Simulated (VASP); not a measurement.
Set up this calculation in VASP 6.6.1, as the native input.

```yaml
Task: relaxation of cell and atoms
Functional: PBEsol
Potentials_or_basis: VASP PAW PBE potentials, release 64 (Ta_pv)
Cutoff: 600 eV
k_mesh: 11 × 11 × 5
Occupations: fermi-dirac, width 0.05 eV
Spin: no spin polarisation
Target_pressure: 20 GPa
Dipole_correction: no
Further_INCAR_settings: ALGO = Normal; EDIFF = 1e-07; IBRION = 2; EDIFFG = -0.02; NSW = 80; ISIF = 3
```

The structure of Ta lies in POSCAR:

```
Ta
1.0
    2.9003720726      0.0000000000      0.0000000000
   -1.4501860363      2.5117958953      0.0000000000
    0.0000000000      0.0000000000      5.1662740000
Ta
2
Direct
    0.3333333333      0.6666666667      0.2500000000
    0.6666666667      0.3333333333      0.7500000000
```

The input as run:

INCAR

```
PREC = Accurate
ENCUT = 600
EDIFF = 1E-7
ISMEAR = -1
SIGMA = 0.05
LREAL = False
LASPH = True
NELM = 100
ALGO = Normal
ISIF = 3
LWAVE = False
LCHARG = False
GGA = PS
IBRION = 2
NSW = 80
EDIFFG = -0.02
PSTRESS = 200.0
```

KPOINTS

```
regular mesh
0
Gamma
  11 11 5
```

Potentials or basis: VASP PAW PBE potentials, release 64 (Ta_pv).

The run is started by

```sh
$ cat potpaw_PBE.64/Ta_pv/POTCAR > POTCAR
$ mpirun -np 1 vasp_std > vasp.out
```

It gave:

The relaxed volume is 16.67 Å³/atom. The relaxed cell is a = 2.789 Å, b = 2.789 Å, c = 4.951 Å, α = 90.00°, β = 90.00°, γ = 120.00°, the space group after relaxing (to 0.05 Å) is P6_3/mmc (No. 194) and the energy change on relaxing (the enthalpy is what falls) is +67.7 meV/atom. The ionic steps are 7 and the pressure after relaxing is 20.0 GPa. The band gap on the k mesh is zero (band 11 reaches 7.67 eV, above the bottom of band 12 at 5.77 eV).

Caveat: the cell is relaxed towards a set pressure, so the enthalpy falls and the energy may rise; the PAW data sets were made with another functional, which shifts forces and pressure a little; spin-orbit coupling is left out, which moves the levels of the heavy elements.

Wall time 53 s on 1 thread of Intel(R) Xeon(R) 6975P-C (Granite Rapids), on a shared host, peak memory 0.19 GiB.
